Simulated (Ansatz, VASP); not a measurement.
**One calculation of Mo, two programs**

INCAR

```
PREC = Accurate ; ENCUT = 520
EDIFF = 1E-6 ; ISMEAR = -1
SIGMA = 0.15 ; LREAL = False
LASPH = True ; NELM = 60
ALGO = Normal ; ISIF = 2
LWAVE = False ; LCHARG = True
GGA = PE ; LELF = True
LVHAR = True ; NBANDS = 13
```

KPOINTS

```
Automatic mesh
0
Gamma
  10 10 10
```

Contents of POSCAR:

```
Mo
1.0
    0.0000000000      1.9808408586      1.9808408586
    1.9808408586      0.0000000000      1.9808408586
    1.9808408586      1.9808408586      0.0000000000
Mo
1
Direct
    0.0000000000      0.0000000000      0.0000000000
```

Input for Ansatz:

```yaml
crystal:
  lattice:
    - [0.0, 1.9808408585704904, 1.9808408585704904]
    - [1.9808408585704904, 0.0, 1.9808408585704904]
    - [1.9808408585704904, 1.9808408585704904, 0.0]
  atoms:
    - { symbol: Mo, position: [0.0, 0.0, 0.0] }
basis:
  ecutwfc: 557.833418042754
kpoints:
  mp_grid:
    grid: [10, 10, 10]
hamiltonian:
  xc: pbe
  pseudopotentials:
    kind: paw
scf:
  occupations:
    method: fermi_dirac
    width: 0.15
output:
  stress: true
```

Alike in both runs: task single point; functional PBE; k mesh 10 × 10 × 10; occupations fermi-dirac, width 0.15 eV; no spin polarisation.

|  | VASP | Ansatz |
| --- | --- | --- |
| version | VASP 6.6.1 | Ansatz 0.2.0 |
| potentials or method | VASP PAW PBE potentials, release 64 (Mo_sv), cutoff 520 eV | plane waves, PAW |
| valence electrons in the cell | 14 | 14 |

```tsv
	VASP	Ansatz	Ansatz less VASP
pressure (GPa)	8.5	8.0	-0.54
```
